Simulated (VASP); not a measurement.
Set up this calculation in VASP 6.6.1, as the native input.

```
Task                   : single point
Functional             : PBE
Potentials or basis    : VASP PAW PBE potentials, release 64 (Mg, Zn, Te)
Cutoff                 : 520 eV
k mesh                 : 3 × 3 × 1
Occupations            : gaussian, width 0.1 eV
Spin                   : no spin polarisation
Dipole correction      : no
Further INCAR settings : ALGO = Normal; EDIFF = 1e-06; NBANDS = 31
```

The structure of Mg3ZnTe4 lies in POSCAR:

```
Mg3ZnTe4
1.0
    4.5832694740     -0.0000670602     -0.0004816254
   -2.2916924761      3.9702971727      0.0000851532
    0.0017493593      0.0015043079     14.7447389675
Mg Zn Te
3 1 4
Direct
    0.6668342274      0.3333217703      0.0035559964
    0.6663393269      0.3330736804      0.4946334979
    0.0000715461     -0.0000274918      0.7494005875
    0.0000932750      0.0003180077      0.2502307369
    0.6667639153      0.3336324212      0.1948755540
    0.6667784642      0.3333852529      0.6854724038
   -0.0003451827     -0.0002948256      0.4318089627
    0.0001310946     -0.0000754818      0.9400222609
```

One way to write it, as run:

INCAR

```
  PREC = Accurate
  ENCUT = 520
  EDIFF = 1E-6
  ISMEAR = 0
  SIGMA = 0.1
  LREAL = F
  LASPH = T
  NELM = 80
  ALGO = Normal
  ISIF = 2
  LWAVE = F
  LCHARG = F
  GGA = PE
  NBANDS = 31
```

KPOINTS

```
Automatic mesh
0
Gamma
  3 3 1
```

Potentials or basis: VASP PAW PBE potentials, release 64 (Mg, Zn, Te).

The run is started by

```console
$ cat potpaw_PBE.64/Mg/POTCAR potpaw_PBE.64/Zn/POTCAR potpaw_PBE.64/Te/POTCAR > POTCAR
$ mpirun -np 1 vasp_std > vasp.out
```

It gave:

| Quantity | Value |
| --- | --- |
| Pressure | 0.0 GPa |
| Largest force | 0.009 eV/Å |
| Band gap on the k mesh | 1.42 eV |

Caveat: the k points lie up to 0.53 Å⁻¹ apart; spin-orbit coupling is left out, which moves the levels of the heavy elements.

It took 84 s on 1 thread of Intel(R) Xeon(R) Platinum 8375C CPU @ 2.90GHz (Ice Lake), on a shared host, peak memory 0.38 GiB.
